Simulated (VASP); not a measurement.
Input of a VASP 6.6.1 run:

The input INCAR:

```
PREC = Accurate
ENCUT = 520
EDIFF = 1E-6
ISMEAR = -1
SIGMA = 0.05
LREAL = F
LASPH = T
NELM = 120
ALGO = Normal
ISIF = 2
LWAVE = F
LCHARG = F
GGA = PS
NELECT = 57.0
ISYM = 0
NBANDS = 42
GGA_COMPAT = F
```

File KPOINTS:

```
Automatic mesh
0
Gamma
  1 1 1
  0.25 0.25 0.25
```

The input POSCAR:

```
Al8As6C
1.0
   11.3481970000      0.0000000000      0.0000000000
    0.0000000000      5.6740990000      0.0000000000
    0.0000000000      0.0000000000      5.6740990000
Al As C
8 6 1
Direct
    0.0035810000      0.0058470000      0.0109900000
    0.4993770000      0.9874660000      0.9958450000
    0.2555900000      0.4877080000      0.9882750000
    0.7418270000      0.4875470000      0.0114720000
    0.2444880000      0.9844450000      0.4894780000
    0.7520820000      0.0017540000      0.4997500000
    0.9949830000      0.4927740000      0.5249080000
    0.4999180000      0.4950360000      0.4872290000
    0.1246030000      0.2507960000      0.2562270000
    0.8717740000      0.7337540000      0.2397270000
    0.3826890000      0.2540460000      0.7690830000
    0.8746870000      0.2425650000      0.7397910000
    0.1315150000      0.7539550000      0.7433600000
    0.6275240000      0.7463490000      0.7261350000
    0.6243550000      0.2612830000      0.2358870000
```

Potentials or basis: VASP PAW PBE potentials, release 64 (Al, As, C).

Command:

```bash
$ cat potpaw_PBE.64/Al/POTCAR potpaw_PBE.64/As/POTCAR potpaw_PBE.64/C/POTCAR > POTCAR
$ mpirun -np 1 vasp_std > vasp.out
```

Question: What does it give for the largest force?

Answer: 2.255 eV/Å.

Forces on the atoms (eV/Å):
```
Al  -0.449 -0.438 -0.628
Al   1.545  0.866  1.367
Al  -0.872  0.592  0.709
Al  -1.331 -1.618  0.435
Al   1.197  0.883 -0.074
Al  -0.986  0.875 -1.756
Al   0.571  0.696 -1.015
Al   1.180 -1.345 -1.373
As   0.394  0.564  0.045
As   0.472  0.534  0.538
As  -0.252 -0.673 -1.576
As  -0.385 -0.199  1.458
As  -0.546 -0.643  0.941
As  -0.350 -0.193  0.753
C   -0.189  0.099  0.176
```

Caveat: the k points lie up to 1.11 Å⁻¹ apart; the cell carries a net charge on a neutralising background, which shifts energy and pressure; the PAW data sets were made with another functional, which shifts forces and pressure a little.
